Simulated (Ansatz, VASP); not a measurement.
## Ta2N in VASP and in Ansatz

Contents of INCAR:

```
SYSTEM = Ta2N
PREC = Accurate ; ENCUT = 700
EDIFF = 1E-6 ; ISMEAR = 0
SIGMA = 0.1 ; LREAL = .FALSE.
LASPH = .TRUE. ; NELM = 200
ALGO = Normal ; ISIF = 2
LWAVE = .FALSE. ; LCHARG = .FALSE.
LMAXMIX = 4 ; LDAU = .TRUE.
LDAUTYPE = 2 ; LDAUL = 2 -1
LDAUU = 2 0 ; LDAUJ = 0 0
LDAUPRINT = 1 ; GGA = PS
NBANDS = 22 ; GGA_COMPAT = .FALSE.
```

KPOINTS

```
regular mesh
0
G
  10 10 6
  0 0 0
```

The input POSCAR:

```
Ta2N
1.0
    3.1334770837      0.0000000000      0.0000000000
   -1.5667385418      2.7136707566      0.0000000000
    0.0000000000      0.0000000000      4.9020925425
Ta N
2 1
Direct
    0.3333333333      0.6666666667      0.2547110000
    0.6666666667      0.3333333333      0.7452890000
    0.0000000000      0.0000000000      0.0000000000
```

Contents of input.yaml:

```yaml
crystal:
  lattice:
    - [3.1334770837, 0.0, 0.0]
    - [-1.5667385418, 2.7136707566, 0.0]
    - [0.0, 0.0, 4.9020925425]
  atoms:
    - { symbol: Ta, position: [0.3333333333, 0.6666666667, 0.254711] }
    - { symbol: Ta, position: [0.6666666667, 0.3333333333, 0.745289] }
    - { symbol: "N", position: [0.0, 0.0, 0.0] }
hamiltonian:
  xc: pbesol
  pseudopotentials: { kind: paw, partial_waves: polarizable }
  hubbard: { sites: [{ species: Ta, l: d, u_eff: 2.0 }], projectors: atomic }
kpoints:
  mp_grid: { grid: [10, 10, 6] }
scf:
  occupations: { method: gaussian, width: 0.1 }
output:
  forces: true
  stress: true
  eigenvalues: true
```

Alike in both runs: task single point; functional PBEsol; k mesh 10 × 10 × 6; occupations gaussian, width 0.1 eV; no spin polarisation; Hubbard terms Ta d U = 2.0 eV.

|  | VASP | Ansatz |
| --- | --- | --- |
| version | VASP 6.6.1 | Ansatz 0.2.0 |
| potentials or method | VASP PAW PBE potentials, release 64 (Ta_sv_GW, N) | Ansatz PAW polarizable |
| plane-wave cutoff (eV) | 700 | 420 |
| valence electrons in the cell | 31 | 31 |

VASP gave:

| Property | Result |
| --- | --- |
| gap on the k mesh at the Fermi level (eV) | none |
| pressure (GPa) | -8.9 |
| traceless stress, the component that is largest in VASP (GPa) | 1.66 |
| rms of the force components (eV/Å) | 0.052 |

**Question.** Estimate Ansatz's values.

**Answer.** gap on the k mesh at the Fermi level (eV): none; pressure (GPa): -17.4; traceless stress, the component that is largest in VASP (GPa): 0.39; rms of the force components (eV/Å): 0.201.

VASP's potentials were made for PBE, not for PBEsol. The programs project onto different local orbitals, so the same U acts differently, and such runs can settle in different states. Atom by atom the forces differ by 0.149 eV/Å (rms over components). A gap of «none» marks a metal or a gap that the smearing closes.

Spin-orbit coupling is off throughout.
